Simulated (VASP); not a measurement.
Set up this calculation in VASP 6.6.1, as the native input.

| Quantity | Value |
| --- | --- |
| Task | relaxation of cell and atoms |
| Functional | PBE |
| Potentials or basis | VASP PAW PBE potentials, release 64 (In_d, O) |
| Cutoff | 600 eV |
| k mesh | 12 × 12 × 2 |
| Occupations | gaussian, width 0.1 eV |
| Spin | collinear spin, ferromagnetic start |
| Starting moments | [0.0, 1.0, 1.0] μB |
| Dipole correction | no |
| Further INCAR settings | ALGO = Normal; EDIFF = 1e-07; IBRION = 2; EDIFFG = -0.04; NSW = 90; ISIF = 3 |

The structure of InO2 lies in POSCAR:

```
InO2
1.0
    2.3897924200      0.0000000000      0.0000000000
   -1.1948962100      2.0696209500      0.0000000000
    0.0000000000      0.0000000000     11.7629553500
In O
1 2
Direct
    0.0000000000      0.0000000000      0.0000000000
    0.3333333300      0.6666666700      0.8978554600
    0.3333333300      0.6666666700      0.1021445400
```

The cell was generated, and may not be a known phase.

These files were run (other wordings do the same):

INCAR

```
SYSTEM = InO2
PREC = Accurate ; ENCUT = 600
EDIFF = 1E-7 ; ISMEAR = 0
SIGMA = 0.1 ; LREAL = .False.
LASPH = .True. ; NELM = 150
ALGO = Normal ; ISIF = 3
LWAVE = .False. ; LCHARG = .False.
ISPIN = 2 ; MAGMOM = 0 1 1
LORBIT = 11 ; GGA = PE
IBRION = 2 ; NSW = 90
EDIFFG = -0.04
```

KPOINTS

```
Automatic mesh
0
Gamma
  12 12 2
  0 0 0
```

Potentials or basis: VASP PAW PBE potentials, release 64 (In_d, O).

Run with:

```console
$ cat potpaw_PBE.64/In_d/POTCAR potpaw_PBE.64/O/POTCAR > POTCAR
$ mpirun -np 1 vasp_std > vasp.out
```

Results of the run:

| Quantity | Value |
| --- | --- |
| Relaxed volume | 12.93 Å³/atom |
| Relaxed cell | a = 3.200 Å, b = 3.200 Å, c = 4.371 Å, α = 90.00°, β = 90.00°, γ = 120.00° |
| Space group after relaxing (to 0.1 Å) | P-6m2 (No. 187) |
| Largest force after relaxing | 0.010 eV/Å |
| Net moment | 0.00 μB per cell |
| Valence electrons inside the program's atomic spheres | In 11.39; O 4.92 |

Caveat: the volume moved by over 15 % at a fixed basis, so the end points are rough; there is no dipole correction, which matters where the two faces differ; the relaxation moved the vacuum too, so the length across it says nothing of the material.

Run time: 56 min on 1 thread of Intel(R) Xeon(R) Platinum 8559C (Emerald Rapids) (shared host), peak memory 0.32 GiB.
